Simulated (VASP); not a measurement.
# V2SiN2 (P-6m2) in VASP: relaxation of cell and atoms with PBE

Aim: the relaxation of cell and atoms of V2SiN2 with PBE.

All numbers are computed with VASP 6.6.1; they aren't measurements. Logs are shortened: lines on timing, memory, paths and dates and some standing lists are left out, and cuts for length are marked.

## 1. The cell of the first run

It takes space group P-6m2 (No. 187, hexagonal). Conventional cell: a = 4.100 Å, b = 4.100 Å, c = 3.851 Å, α = 90.00°, β = 90.00°, γ = 120.00°. Within 2.6 Å of V (site symmetry -6m2) lie 5 N at 1.93 to 2.37 Å. V (site symmetry -6m2) has 5 N at 1.93 to 2.37 Å and 3 Si at 2.37 Å within 2.6 Å. Si (site symmetry -6m2) has 9 V at 2.37 to 3.05 Å and 9 N at 2.37 to 3.05 Å within 3.1 Å. N (site symmetry -6m2) has 5 V at 1.93 to 2.37 Å and 3 Si at 2.37 Å within 2.6 Å. Within 2.6 Å of N (site symmetry -6m2) lie 5 V at 1.93 to 2.37 Å.

## 2. Relaxation of cell and atoms, PBE

Contents of INCAR:

```
  PREC = Accurate
  ENCUT = 600
  EDIFF = 1E-6
  ISMEAR = 0
  SIGMA = 0.1
  LREAL = False
  LASPH = True
  NELM = 80
  ALGO = Normal
  ISIF = 3
  LWAVE = False
  LCHARG = False
  GGA = PE
  IBRION = 2
  NSW = 100
  EDIFFG = -0.01
```

Contents of KPOINTS:

```
regular mesh
0
Gamma
  12 12 10
```

Contents of POSCAR:

```
V2SiN2
1.0
    4.1004629595      0.0000000000      0.0000000000
   -2.0502314798      3.5511050902      0.0000000000
    0.0000000000      0.0000000000      3.8508857201
V Si N
2 1 2
Direct
    0.3333333333      0.6666666667      0.0000000000
    0.6666666667      0.3333333333      0.5000000000
    0.0000000000      0.0000000000      0.5000000000
    0.3333333333      0.6666666667      0.5000000000
    0.6666666667      0.3333333333      0.0000000000
```

Potentials or basis: VASP PAW PBE potentials, release 64 (V_sv, Si, N).

The run is started by

```
$ cat potpaw_PBE.64/V_sv/POTCAR potpaw_PBE.64/Si/POTCAR potpaw_PBE.64/N/POTCAR > POTCAR
$ mpirun -np 1 vasp_std > vasp.out
```

OUTCAR:

```text
PREC = Accurate
   ENCUT = 600
   EDIFF = 1E-6
   ISMEAR = 0
   LREAL = False
   LASPH = True
   NELM = 80
   ISIF = 3
   GGA = PE
   IBRION = 2
   NSW = 100
   EDIFFG = -0.01

 ion  position               nearest neighbor table
   1  0.333  0.667  0.000-   4 1.93   4 1.93
   2  0.667  0.333  0.500-   5 1.93   5 1.93   3 2.37   3 2.37   3 2.37
   3  0.000  0.000  0.500-   2 2.37   4 2.37   2 2.37   4 2.37   2 2.37   4 2.37
   4  0.333  0.667  0.500-   1 1.93   1 1.93   3 2.37   3 2.37   3 2.37
   5  0.667  0.333  0.000-   2 1.93   2 1.93

  LATTYP: Found a hexagonal cell.
 ALAT       =     4.1004629595
 C/A-ratio  =     0.9391343753

  Lattice vectors:

 A1 = (   4.1004629595,   0.0000000000,   0.0000000000)
 A2 = (  -2.0502314798,   3.5511050902,   0.0000000000)
 A3 = (   0.0000000000,   0.0000000000,   3.8508857201)

Analysis of symmetry for initial positions (statically):
=====================================================================
 Subroutine PRICEL returns:
 Original cell was already a primitive cell.

 Routine SETGRP: Setting up the symmetry group for a
 hexagonal supercell.

 Subroutine GETGRP returns: Found 12 space group operations
 (whereof 12 operations were pure point group operations)
 out of a pool of 24 trial point group operations.

The static configuration has the point symmetry D_3h.

Analysis of symmetry for dynamics (positions and initial velocities):
=====================================================================
 Subroutine PRICEL returns:
 Original cell was already a primitive cell.

 Routine SETGRP: Setting up the symmetry group for a
 hexagonal supercell.

 Subroutine GETGRP returns: Found 12 space group operations
 (whereof 12 operations were pure point group operations)
 out of a pool of 24 trial point group operations.

The dynamic configuration has the point symmetry D_3h.

 Subroutine INISYM returns: Found 12 space group operations
 (whereof 12 operations are pure point group operations),
 and found     1 'primitive' translations

----------------------------------------------------------------------------------------

                                     Primitive cell

  volume of cell :      56.0734

  direct lattice vectors                    reciprocal lattice vectors
     4.100462959  0.000000000  0.000000000     0.243874901  0.140801240  0.000000000
    -2.050231480  3.551105090  0.000000000     0.000000000  0.281602480  0.000000000
     0.000000000  0.000000000  3.850885720     0.000000000  0.000000000  0.259680518

  length of vectors
     4.100462959  4.100462960  3.850885720     0.281602480  0.281602480  0.259680518

  position of ions in fractional coordinates (direct lattice)
     0.333333333  0.666666667  0.000000000
     0.666666667  0.333333333  0.500000000
     0.000000000  0.000000000  0.500000000
     0.333333333  0.666666667  0.500000000
     0.666666667  0.333333333  0.000000000

  ion indices of the primitive-cell ions
   primitive index   ion index
                 1           1
                 2           2
                 3           3
                 4           4
                 5           5

----------------------------------------------------------------------------------------

 KPOINTS: regular mesh

Automatic generation of k-mesh.
 Grid dimensions read from file:
 generate k-points for:   12   12   10

 Generating k-lattice:

  Cartesian coordinates                     Fractional coordinates (reciprocal lattice)
[... 61 lines left out ...]
   LREAL  =      F    real-space projection
   EDIFFG = -.1E-01   stopping-criterion for IOM
   NSW    =    100    number of steps for IOM
   IBRION =      2    ionic relax: 0-MD 1-quasi-New 2-CG
   NFREE  =      1    steps in history (QN), initial steepest desc. (CG)
   ISIF   =      3    stress and relaxation
   ISYM   =      2    0-nonsym 1-usesym 2-fastsym
   POTIM  = 0.5000    time-step for ionic-motion
   TEBEG  =    0.0;   TEEND  =   0.0 temperature during run
   PSTRESS=    0.0 pullay stress
   NELECT =      40.0000    total number of electrons
   NUPDOWN=      -1.0000    fix difference up-down
   EMIN   =  10.00;   EMAX   =-10.00  energy-range for DOS
   EFERMI =   0.00;   METHOD = LEGACY
   ISMEAR =     0;   SIGMA  =   0.10  broadening in eV -4-tet -1-fermi 0-gaus
   EFERMI_NEDOS =   21; number of points for ismear=-14 and -15
   IALGO  =     38    algorithm
   IMIX   =      4    mixing-type and parameters
     AMIX     =   0.40;   BMIX     =  1.00
     AMIX_MAG =   1.60;   BMIX_MAG =  1.00
  volume/ion in A,a.u.               =      11.21        75.68
  Fermi-wavevector in a.u.,A,eV,Ry     =   1.462769  2.764233 29.112301  2.139694
  Thomas-Fermi vector in A             =   2.578943
   LORBIT       =      0    0 simple, 1 ext, 2 COOP (PROOUT), +10 PAW based schemes
   GGA     = PE    functional components
   LHFCALC =     F    Hartree Fock is set to
   AEXX    =    0.0000 exact exchange contribution
   IVDW    =     0    specifies the selected vdW correction
   LEPSILON=     F    determine dielectric tensor
   LRPA    =     F    only Hartree local field effects (RPA)
 conjugate gradient relaxation of ions
 non-spin polarized calculation
 Gauss-broadening in eV      SIGMA  =   0.10
  energy-cutoff  :      600.00
  volume of cell :       56.07
 maximum number of plane-waves:      1890
 NGX is ok and might be reduce to    36
   NGX = 17   NGY = 17   NGZ = 15

--------------------------------------- Ionic step        1  -------------------------------------------

 number of electron      40.0000005 magnetization

 Free energy of the ion-electron system (eV)
  ---------------------------------------------------
  ext. energy  EPLUGINS =         0.00000000
  ---------------------------------------------------
  free energy    TOTEN  =       -39.64570851 eV

  energy without entropy =      -39.62623408  energy(sigma->0) =      -39.63597130

------------------------ aborting loop because EDIFF is reached ----------------------------------------

  FORCE on cell =-STRESS in cart. coord.  units (eV):
  Direction    XX          YY          ZZ          XY          YZ          ZX
  --------------------------------------------------------------------------------------
  -------------------------------------------------------------------------------------
  Total        0.3889135      0.3889135     -0.1985486     -0.0000000      0.0000000      0.0000000
  in kB       11.1123676     11.1123676     -5.6730976     -0.0000000      0.0000000      0.0000000
  external PRESSURE =       5.5172125 kB  Pullay stress =       0.0000000 kB

 VOLUME and BASIS-vectors are now :
 -----------------------------------------------------------------------------
  energy-cutoff  :      600.00
  volume of cell :       56.07
      direct lattice vectors                 reciprocal lattice vectors
     4.100462959  0.000000000  0.000000000     0.243874901  0.140801240  0.000000000
    -2.050231480  3.551105090  0.000000000     0.000000000  0.281602480  0.000000000
     0.000000000  0.000000000  3.850885720     0.000000000  0.000000000  0.259680518

 POSITION                                       TOTAL-FORCE (eV/Angst)
 -----------------------------------------------------------------------------------
     -0.00000      2.36740      0.00000        -0.000000      0.000000      0.000000
      2.05023      1.18370      1.92544        -0.000000     -0.000000      0.000000
      0.00000      0.00000      1.92544         0.000000     -0.000000      0.000000
     -0.00000      2.36740      1.92544         0.000000     -0.000000      0.000000
      2.05023      1.18370      0.00000        -0.000000      0.000000      0.000000
 -----------------------------------------------------------------------------------
    total drift:                               -0.000001      0.000000     -0.000000

  FREE ENERGIE OF THE ION-ELECTRON SYSTEM (eV)
  ---------------------------------------------------
  free  energy   TOTEN  =       -39.6457085109 eV

  energy  without entropy=      -39.6262340849  energy(sigma->0) =      -39.63597130

--------------------------------------- Ionic step        2  -------------------------------------------

 number of electron      40.0000001 magnetization

 Free energy of the ion-electron system (eV)
  ---------------------------------------------------
  ext. energy  EPLUGINS =         0.00000000
  ---------------------------------------------------
  free energy    TOTEN  =       -39.64732305 eV

  energy without entropy =      -39.62753493  energy(sigma->0) =      -39.63742899

 E-fermi :   9.1571     XC(G=0): -12.1367

 val. band max:        9.1560438204   @ k =   0.4167   0.1667   0.3000
 cond. band min:       9.1581387842   @ k =   0.2500   0.2500   0.0000
 fundamental gap:      0.0020949638
 Fermi energy:         9.1571071250

 k-point     1 :       0.0000    0.0000    0.0000
  band No.  band energies     occupation
      1     -56.0474      2.00000
      2     -55.2413      2.00000
      3     -29.9391      2.00000
      4     -29.8757      2.00000
      5     -29.8757      2.00000
      6     -29.4368      2.00000
[... 637 lines left out ...]
     23       9.8482      0.00000
     24      10.0274      0.00000

 [... further k-points ...]
[... 5 lines left out ...]
  --------------------------------------------------------------------------------------
  -------------------------------------------------------------------------------------
  Total        0.0011710      0.0011710     -0.0183526     -0.0000000     -0.0000000      0.0000000
  in kB        0.0332741      0.0332741     -0.5214704     -0.0000000     -0.0000000      0.0000000
  external PRESSURE =      -0.1516408 kB  Pullay stress =       0.0000000 kB

 VOLUME and BASIS-vectors are now :
 -----------------------------------------------------------------------------
  energy-cutoff  :      600.00
  volume of cell :       56.39
      direct lattice vectors                 reciprocal lattice vectors
     4.115849718 -0.000000000  0.000000000     0.242963196  0.140274866 -0.000000000
    -2.057924859  3.564430414 -0.000000000     0.000000000  0.280549733 -0.000000000
     0.000000000  0.000000000  3.843508571     0.000000000  0.000000000  0.260178944

 POSITION                                       TOTAL-FORCE (eV/Angst)
 -----------------------------------------------------------------------------------
     -0.00000      2.37629     -0.00000        -0.000000      0.000000      0.000000
      2.05792      1.18814      1.92175        -0.000000      0.000000     -0.000000
     -2.05792      3.56443      1.92175         0.000000     -0.000000      0.000000
     -0.00000      2.37629      1.92175         0.000000     -0.000000      0.000000
      2.05792      1.18814     -0.00000         0.000000     -0.000000     -0.000000
 -----------------------------------------------------------------------------------
    total drift:                               -0.000001      0.000000     -0.000000

  FREE ENERGIE OF THE ION-ELECTRON SYSTEM (eV)
  ---------------------------------------------------
  free  energy   TOTEN  =       -39.6473230538 eV

  energy  without entropy=      -39.6275349274  energy(sigma->0) =      -39.63742899

 reached required accuracy - stopping structural energy minimisation
```

Wall time 5.5 min (1 thread of Intel Xeon Platinum 8259CL at 2.50GHz (Skylake/Cascade Lake), shared host); peak memory 0.32 GiB.

What came out:

| Item | Value |
| --- | --- |
| Free energy | -39.6473 eV |
| Relaxed volume | 11.28 Å³/atom |
| Relaxed cell | a = 4.116 Å, b = 4.116 Å, c = 3.844 Å, α = 90.00°, β = 90.00°, γ = 120.00° |
| Space group after relaxing (to 0.05 Å) | P-6m2 (No. 187) |
| Energy gained by relaxing | 0.3 meV/atom |
| Ionic steps | 2 |
| Pressure after relaxing | 0.0 GPa |
| Band gap on the k mesh | zero (band 20 reaches 9.71 eV, above the bottom of band 21 at 8.51 eV) |

Step by step:
| step | energy change (eV) | largest force (eV/Å) | pressure (GPa) | volume (Å³) |
| --- | --- | --- | --- | --- |
| 1 | 0.0000 | 0.0000 | 0.55 | 56.07 |
| 2 | -0.0016 | 0.0000 | -0.02 | 56.39 |

Final structure:
```cif
data_structure
_symmetry_space_group_name_H-M 'P 1'
_symmetry_Int_Tables_number 1
_cell_length_a 4.1158
_cell_length_b 4.1158
_cell_length_c 3.8435
_cell_angle_alpha 90.000
_cell_angle_beta 90.000
_cell_angle_gamma 120.000
_cell_volume 56.39
loop_
_atom_site_label
_atom_site_type_symbol
_atom_site_fract_x
_atom_site_fract_y
_atom_site_fract_z
_atom_site_occupancy
V1 V 0.33333 0.66667 0.00000 1
V2 V 0.66667 0.33333 0.50000 1
Si1 Si 0.00000 0.00000 0.50000 1
N1 N 0.33333 0.66667 0.50000 1
N2 N 0.66667 0.33333 0.00000 1
```

Caveat: the run has no spin polarisation, though such a crystal can be magnetic. With open d or f shells a metallic result of PBE can be an artefact of self-interaction; +U or a hybrid may open a gap.
